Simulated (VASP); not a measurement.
# AlGa3N4 (Pm) in VASP: a series of runs

The runs below take AlGa3N4 through single point, with PBEsol.

Program: VASP 6.6.1. These are calculated values, not measurements. Logs are shortened: lines on timing, memory, paths and dates and some standing lists are left out, and cuts for length are marked.

### Step 1. The cell of the first run

It takes space group Pm (No. 6, monoclinic). The conventional cell has a = 5.142 Å, b = 3.165 Å, c = 5.889 Å, α = 90.00°, β = 90.03°, γ = 90.00°. Al (site symmetry m) has 4 N at 1.90 to 2.02 Å within 2.5 Å. Within 2.6 Å of Ga (site symmetry m) lie 4 N at 1.95 to 2.07 Å. Within 2.6 Å of Ga (site symmetry m) lie 4 N at 1.96 to 2.07 Å. Ga (site symmetry m) has 4 N at 1.95 to 2.09 Å within 2.6 Å. N (site symmetry m) has 3 Ga at 1.95 to 1.98 Å and 1 Al at 2.02 Å within 2.6 Å. N (site symmetry m) has 2 Al at 1.93 Å and 2 Ga at 1.96 to 2.09 Å within 2.6 Å. N (site symmetry m) has 4 Ga at 1.95 to 2.07 Å within 2.6 Å. N (site symmetry m) has 1 Al at 1.90 Å and 3 Ga at 1.98 to 2.07 Å within 2.5 Å.

### Step 2. Single point, PBEsol (strain +0.0750 x Voigt [0, 0, 1, 0, 0, 0])

The input, INCAR:

```
SYSTEM = AlGa3N4
ALGO     = Normal         ! electronic algorithm
EDIFF    = 1E-7           ! SCF threshold, eV
ENCUT    = 520            ! plane-wave cutoff, eV
GGA      = PS             ! functional
ISIF     = 2              ! what is computed and relaxed
ISMEAR   = 0              ! smearing method
LASPH    = .True.         ! aspherical terms in the spheres
LCHARG   = .False.        ! write CHGCAR
LREAL    = .False.        ! projectors in reciprocal space
LWAVE    = .False.        ! write WAVECAR
NBANDS   = 41             ! bands
NELM     = 100            ! most SCF steps
PREC     = Accurate       ! precision mode
SIGMA    = 0.05           ! smearing width, eV
```

The input, KPOINTS:

```
k-points
0
Gamma
  6 8 6
  0 0 0
```

The input, POSCAR:

```
AlGa3N4
1.0
    5.1423512025      0.0000000000      0.0001306167
    0.0000000000      3.1649848011      0.0000000000
   -0.0035856884      0.0000000000      5.8893811984
Al Ga N
1 3 4
Direct
    0.0006034235      0.5000000000      0.6673576246
    0.4991167026      0.5000000000      0.3349195796
    0.4990273840      0.0000000000      0.8315570006
    0.9998617813      0.0000000000      0.1661805284
    0.1196687536      0.5000000000      0.3400974151
    0.1176459797      0.0000000000      0.8263760593
    0.6204436392      0.0000000000      0.1662162869
    0.6312323461      0.5000000000      0.6672965055
```

Potentials or basis: VASP PAW PBE potentials, release 64 (Al, Ga_d, N).

On the command line:

```bash
> cat potpaw_PBE.64/Al/POTCAR potpaw_PBE.64/Ga_d/POTCAR potpaw_PBE.64/N/POTCAR > POTCAR
> mpirun -np 1 vasp_std > vasp.out
```

OUTCAR:

```text
SYSTEM = AlGa3N4
   EDIFF = 1E-7
   ENCUT = 520
   GGA = PS
   ISIF = 2
   ISMEAR = 0
   LASPH = .True.
   LREAL = .False.
   NELM = 100
   PREC = Accurate

 ion  position               nearest neighbor table
   1  0.001  0.500  0.667-   8 1.90   6 1.93   6 1.93   5 2.02
   2  0.499  0.500  0.335-   5 1.95   7 1.97   7 1.97   8 2.07
   3  0.499  0.000  0.832-   6 1.96   8 1.98   8 1.98   7 2.07
   4  1.000  0.000  0.166-   7 1.95   5 1.98   5 1.98   6 2.09
   5  0.120  0.500  0.340-   2 1.95   4 1.98   4 1.98   1 2.02
   6  0.118  0.000  0.826-   1 1.93   1 1.93   3 1.96   4 2.09
   7  0.620  0.000  0.166-   4 1.95   2 1.97   2 1.97   3 2.07
   8  0.631  0.500  0.667-   1 1.90   3 1.98   3 1.98   2 2.07

  LATTYP: Found a simple monoclinic cell.
 ALAT       =     5.1423512042
 B/A-ratio  =     0.6154742598
 C/A-ratio  =     1.1452703357
 COS(beta)  =    -0.0005834393

  Lattice vectors:

 A1 = (   5.1423512025,   0.0000000000,   0.0001306167)
 A2 = (   0.0000000000,   3.1649848011,   0.0000000000)
 A3 = (  -0.0035856884,   0.0000000000,   5.8893811984)

Analysis of symmetry for initial positions (statically):
=====================================================================
 Subroutine PRICEL returns:
 Original cell was already a primitive cell.

 Routine SETGRP: Setting up the symmetry group for a
 simple monoclinic supercell.

 Subroutine GETGRP returns: Found  2 space group operations
 (whereof  2 operations were pure point group operations)
 out of a pool of  4 trial point group operations.

The static configuration has the point symmetry C_1h.

Analysis of symmetry for dynamics (positions and initial velocities):
=====================================================================
 Subroutine PRICEL returns:
 Original cell was already a primitive cell.

 Routine SETGRP: Setting up the symmetry group for a
 simple monoclinic supercell.

 Subroutine GETGRP returns: Found  2 space group operations
 (whereof  2 operations were pure point group operations)
 out of a pool of  4 trial point group operations.

The dynamic configuration has the point symmetry C_1h.

 Subroutine INISYM returns: Found  2 space group operations
 (whereof  2 operations are pure point group operations),
 and found     1 'primitive' translations

----------------------------------------------------------------------------------------

                                     Primitive cell

  volume of cell :      95.8524

  direct lattice vectors                    reciprocal lattice vectors
     5.142351203  0.000000000  0.000130617     0.194463572  0.000000000  0.000118397
     0.000000000  3.164984801  0.000000000     0.000000000  0.315957283  0.000000000
    -0.003585688  0.000000000  5.889381198    -0.000004313  0.000000000  0.169797123

  length of vectors
     5.142351204  3.164984801  5.889382290     0.194463608  0.315957283  0.169797123

  position of ions in fractional coordinates (direct lattice)
     0.000603424  0.500000000  0.667357625
     0.499116703  0.500000000  0.334919580
     0.499027384  0.000000000  0.831557001
     0.999861781  0.000000000  0.166180528
     0.119668754  0.500000000  0.340097415
     0.117645980  0.000000000  0.826376059
     0.620443639  0.000000000  0.166216287
     0.631232346  0.500000000  0.667296505

  ion indices of the primitive-cell ions
   primitive index   ion index
                 1           1
                 2           2
                 3           3
                 4           4
                 5           5
                 6           6
                 7           7
                 8           8

----------------------------------------------------------------------------------------

 KPOINTS: k-points

Automatic generation of k-mesh.
 Grid dimensions read from file:
 generate k-points for:    6    8    6

 Generating k-lattice:

  Cartesian coordinates                     Fractional coordinates (reciprocal lattice)
     0.032410595  0.000000000  0.000019733     0.166666667  0.000000000 -0.000000000
     0.000000000  0.039494660  0.000000000     0.000000000  0.125000000  0.000000000
    -0.000000719  0.000000000  0.028299521     0.000000000  0.000000000  0.166666667

  Length of vectors
     0.032410601  0.039494660  0.028299521

  Shift w.r.t. Gamma in fractional coordinates (k-lattice)
     0.000000000  0.000000000  0.000000000

 Subroutine IBZKPT returns following result:
 ===========================================

 Found    100 irreducible k-points:

 Following reciprocal coordinates:
            Coordinates               Weight
  0.000000  0.000000  0.000000      1.000000
  0.166667  0.000000  0.000000      2.000000
  0.333333  0.000000  0.000000      2.000000
  0.500000  0.000000  0.000000      1.000000
  0.000000  0.125000  0.000000      2.000000
  0.166667  0.125000  0.000000      4.000000
[... 16 lines left out ...]
  0.333333  0.000000  0.166667      2.000000
  0.500000  0.000000  0.166667      2.000000
 [... further k-points ...]
   k-points           NKPTS =    100   k-points in BZ     NKDIM =    100   number of bands    NBANDS=     41
   number of dos      NEDOS =    301   number of ions     NIONS =      8
   total plane-waves  NPLWV =  46080
   dimension x,y,z NGX =    40 NGY =   24 NGZ =   48
   dimension x,y,z NGXF=    80 NGYF=   48 NGZF=   96
   ions per type =               1   3   4
   NGX,Y,Z   is equivalent  to a cutoff of  12.93, 12.61, 13.55 a.u.
   NGXF,Y,Z  is equivalent  to a cutoff of  25.86, 25.21, 27.10 a.u.
 SYSTEM =  AlGa3N4
   PREC   = accura    normal or accurate (medium, high low for compatibility)
   ISTART =      0    job   : 0-new  1-cont  2-samecut
   ICHARG =      2    charge: 1-file 2-atom 10-const
   ISPIN  =      1    spin polarized calculation?
   LNONCOLLINEAR =      F non collinear calculations
   LSORBIT =      F    spin-orbit coupling
   LASPH  =      T    aspherical Exc in radial PAW
   ENCUT  =  520.0 eV  38.22 Ry    6.18 a.u.   9.56  5.88 10.95*2*pi/ulx,y,z
   NELM   =    100;   NELMIN=  2; NELMDL= -5     # of ELM steps
   EDIFF  = 0.1E-06   stopping-criterion for ELM
   LREAL  =      F    real-space projection
   EDIFFG = 0.1E-05   stopping-criterion for IOM
   NSW    =      0    number of steps for IOM
   IBRION =     -1    ionic relax: 0-MD 1-quasi-New 2-CG
   NFREE  =      0    steps in history (QN), initial steepest desc. (CG)
   ISIF   =      2    stress and relaxation
   ISYM   =      2    0-nonsym 1-usesym 2-fastsym
   POTIM  = 0.5000    time-step for ionic-motion
   TEBEG  =    0.0;   TEEND  =   0.0 temperature during run
   PSTRESS=    0.0 pullay stress
   NELECT =      62.0000    total number of electrons
   NUPDOWN=      -1.0000    fix difference up-down
   EMIN   =  10.00;   EMAX   =-10.00  energy-range for DOS
   EFERMI =   0.00;   METHOD = LEGACY
   ISMEAR =     0;   SIGMA  =   0.05  broadening in eV -4-tet -1-fermi 0-gaus
   EFERMI_NEDOS =   21; number of points for ismear=-14 and -15
   IALGO  =     38    algorithm
   IMIX   =      4    mixing-type and parameters
     AMIX     =   0.40;   BMIX     =  1.00
     AMIX_MAG =   1.60;   BMIX_MAG =  1.00
  volume/ion in A,a.u.               =      11.98        80.86
  Fermi-wavevector in a.u.,A,eV,Ry     =   1.415808  2.675489 27.273048  2.004512
  Thomas-Fermi vector in A             =   2.537208
   LORBIT       =      0    0 simple, 1 ext, 2 COOP (PROOUT), +10 PAW based schemes
   GGA     = PS    functional components
   LHFCALC =     F    Hartree Fock is set to
   AEXX    =    0.0000 exact exchange contribution
   IVDW    =     0    specifies the selected vdW correction
   LEPSILON=     F    determine dielectric tensor
   LRPA    =     F    only Hartree local field effects (RPA)
 non-spin polarized calculation
 Gauss-broadening in eV      SIGMA  =   0.05
  energy-cutoff  :      520.00
  volume of cell :       95.85
 maximum number of plane-waves:      2616
 NGX is ok and might be reduce to    40
   NGX = 19   NGY = 11   NGZ = 21

 number of electron      61.9999981 magnetization

 Free energy of the ion-electron system (eV)
  ---------------------------------------------------
  ext. energy  EPLUGINS =         0.00000000
  ---------------------------------------------------
  free energy    TOTEN  =       -54.47988363 eV

  energy without entropy =      -54.47988363  energy(sigma->0) =      -54.47988363

 E-fermi :   5.0266     XC(G=0): -11.3661

 val. band max:        4.8243500240   @ k =   0.0000   0.0000   0.0000
 cond. band min:       6.5330931571   @ k =   0.0000   0.0000   0.0000
 fundamental gap:      1.7087431331
 Fermi energy:         5.0265890842

 k-point     1 :       0.0000    0.0000    0.0000
  band No.  band energies     occupation
      1     -10.5920      2.00000
      2      -9.8859      2.00000
      3      -9.7236      2.00000
      4      -9.4513      2.00000
      5      -8.5599      2.00000
      6      -8.5230      2.00000
[... 33 lines left out ...]
     40      14.6347      0.00000
     41      14.9157      0.00000

 k-point     2 :       0.1667    0.0000    0.0000
  band No.  band energies     occupation
      1     -10.5108      2.00000
      2      -9.8815      2.00000
      3      -9.7137      2.00000
      4      -9.4516      2.00000
      5      -8.5529      2.00000
      6      -8.5201      2.00000
[... 33 lines left out ...]
     40      14.6131      0.00000
     41      14.6610      0.00000

 k-point     3 :       0.3333    0.0000    0.0000
  band No.  band energies     occupation
      1     -10.3008      2.00000
      2      -9.9048      2.00000
      3      -9.6956      2.00000
      4      -9.4501      2.00000
      5      -8.5401      2.00000
      6      -8.5133      2.00000
[... 875 lines left out ...]
      2      -9.8923      2.00000
      3      -9.7112      2.00000
      4      -9.4562      2.00000
      5      -8.5416      2.00000
      6      -8.5084      2.00000
[... 33 lines left out ...]
     40      14.1354      0.00000
     41      14.9130      0.00000

 k-point    24 :       0.5000    0.0000    0.1667
  band No.  band energies     occupation
      1     -10.0824      2.00000
      2      -9.9685      2.00000
      3      -9.6977      2.00000
      4      -9.4537      2.00000
      5      -8.5351      2.00000
      6      -8.5113      2.00000
[... 33 lines left out ...]
     40      14.1302      0.00000
     41      14.3389      0.00000

 [... further k-points ...]

------------------------ aborting loop because EDIFF is reached ----------------------------------------

  FORCE on cell =-STRESS in cart. coord.  units (eV):
  Direction    XX          YY          ZZ          XY          YZ          ZX
  --------------------------------------------------------------------------------------
  -------------------------------------------------------------------------------------
  Total       -2.4025908     -3.4761141    -14.2912331      0.0000000      0.0000000     -0.0021453
  in kB      -40.1594138    -58.1034030   -238.8786036      0.0000000      0.0000000     -0.0358587
  external PRESSURE =    -112.3804735 kB  Pullay stress =       0.0000000 kB

 VOLUME and BASIS-vectors are now :
 -----------------------------------------------------------------------------
  energy-cutoff  :      520.00
  volume of cell :       95.85
      direct lattice vectors                 reciprocal lattice vectors
     5.142351203  0.000000000  0.000130617     0.194463572  0.000000000  0.000118397
     0.000000000  3.164984801  0.000000000     0.000000000  0.315957283  0.000000000
    -0.003585688  0.000000000  5.889381198    -0.000004313  0.000000000  0.169797123

 POSITION                                       TOTAL-FORCE (eV/Angst)
 -----------------------------------------------------------------------------------
      0.00071      1.58249      3.93032         0.252786      0.000000     -0.245067
      2.56543      1.58249      1.97253         0.263882      0.000000      0.217539
      2.56319      0.00000      4.89742         0.245158      0.000000      0.258389
      5.14104      0.00000      0.97883         0.194577      0.000000     -0.183142
      0.61416      1.58249      2.00298        -0.257752      0.000000      0.366208
      0.60201      0.00000      4.86686        -0.175161      0.000000      0.288354
      3.18994      0.00000      0.97899        -0.217830      0.000000     -0.361452
      3.24363      1.58249      3.93005        -0.305658      0.000000     -0.340829
 -----------------------------------------------------------------------------------
    total drift:                                0.000618      0.000000     -0.000372

  FREE ENERGIE OF THE ION-ELECTRON SYSTEM (eV)
  ---------------------------------------------------
  free  energy   TOTEN  =       -54.4798836303 eV

  energy  without entropy=      -54.4798836303  energy(sigma->0) =      -54.47988363
```

Run time: 10 min. Hardware: 1 thread of Oxide Virtual Turin-like, shared host; peak memory 0.39 GiB.

What came out:

- Free energy: -54.4799 eV
- Pressure: -11.2 GPa
- Largest force: 0.458 eV/Å
- Band gap on the k mesh: 1.71 eV, direct

Forces in eV/Å, atoms in the order of the input:
```
Al   0.253  0.000 -0.245
Ga   0.264  0.000  0.218
Ga   0.245  0.000  0.258
Ga   0.195  0.000 -0.183
N   -0.258  0.000  0.366
N   -0.175  0.000  0.288
N   -0.218  0.000 -0.361
N   -0.306  0.000 -0.341
```

Caveat: the cell differs from its parent crystal (strain +0.0750 x Voigt [0, 0, 1, 0, 0, 0]); the PAW data sets were made with another functional, which shifts forces and pressure a little.

### Step 3. Single point, PBEsol (strain +0.1125 x Voigt [0, 0, 1, 0, 0, 0])

The input, INCAR:

```
SYSTEM = AlGa3N4
PREC     = Accurate       ! precision mode
ENCUT    = 520            ! plane-wave cutoff, eV
EDIFF    = 1E-7           ! SCF threshold, eV
ISMEAR   = 0              ! smearing method
SIGMA    = 0.05           ! smearing width, eV
LREAL    = .FALSE.        ! projectors in reciprocal space
LASPH    = .TRUE.         ! aspherical terms in the spheres
NELM     = 80             ! most SCF steps
ALGO     = Normal         ! electronic algorithm
ISIF     = 2              ! what is computed and relaxed
LWAVE    = .FALSE.        ! write WAVECAR
LCHARG   = .FALSE.        ! write CHGCAR
GGA      = PS             ! functional
NBANDS   = 41             ! bands
```

The input, KPOINTS:

```
Automatic mesh
0
G
  6 8 6
  0 0 0
```

POSCAR, as its differences from that of step 2:

```diff
@@ -2,5 +2,5 @@
 1.0
-    5.1423512025      0.0000000000      0.0001306167
+    5.1423512025      0.0000000000      0.0001351731
     0.0000000000      3.1649848011      0.0000000000
-   -0.0035856884      0.0000000000      5.8893811984
+   -0.0035856884      0.0000000000      6.0948247285
 Al Ga N
```

Potentials or basis: VASP PAW PBE potentials, release 64 (Al, Ga_d, N).

On the command line:

```bash
> cat potpaw_PBE.64/Al/POTCAR potpaw_PBE.64/Ga_d/POTCAR potpaw_PBE.64/N/POTCAR > POTCAR
> mpirun -np 1 vasp_std > vasp.out
```

Wall time 6.8 min (1 thread of Oxide Virtual Turin-like, shared host); peak memory 0.39 GiB.

Results (log left out):

| Property | Result |
| --- | --- |
| Free energy | -53.9016 eV |
| Pressure | -14.8 GPa |
| Largest force | 0.476 eV/Å |
| Band gap on the k mesh | 1.34 eV, direct |

Forces in eV/Å, atoms in the order of the input:
```
Al   0.299  0.000 -0.150
Ga   0.307  0.000  0.126
Ga   0.278  0.000  0.166
Ga   0.216  0.000 -0.071
N   -0.298  0.000  0.350
N   -0.193  0.000  0.221
N   -0.247  0.000 -0.331
N   -0.360  0.000 -0.312
```

Stress tensor (GPa, compression positive):
```
 -5.56   0.00   0.02
  0.00  -7.54   0.00
  0.02   0.00 -31.30
```

Levels at points of the mesh, in eV from the valence-band top:
```
           k point  band 27  band 28  band 29  band 30  band 31  band 32  band 33  band 34  band 35  band 36
(0.00, 0.00, 0.00)    -1.08    -0.53    -0.52    -0.19     0.00     1.34     3.10     5.30     5.72     5.81
(0.50, 0.00, 0.00)    -1.30    -1.18    -0.91    -0.64    -0.43     3.27     3.47     4.34     4.62     7.22
(0.00, 0.50, 0.00)    -3.49    -2.02    -1.94    -1.84    -1.79     5.34     5.46     5.67     5.86     6.02
(0.50, 0.50, 0.00)    -3.11    -1.52    -1.29    -1.26    -1.24     5.11     5.21     5.29     5.61     6.20
(0.00, 0.00, 0.50)    -1.55    -0.91    -0.84    -0.38    -0.13     3.75     4.06     5.27     5.79     6.56
(0.50, 0.00, 0.50)    -1.80    -1.25    -0.91    -0.89    -0.86     4.75     4.83     4.88     5.24     6.24
(0.00, 0.50, 0.50)    -3.00    -2.18    -2.10    -1.18    -1.09     3.44     3.94     4.44     4.91     5.91
(0.50, 0.50, 0.50)    -2.12    -1.83    -1.57    -1.50    -1.47     3.53     3.66     3.72     4.22     6.58
```

Caveat: the cell differs from its parent crystal (strain +0.1125 x Voigt [0, 0, 1, 0, 0, 0]); the PAW data sets were made with another functional, which shifts forces and pressure a little.

[end of part 1 of 2]
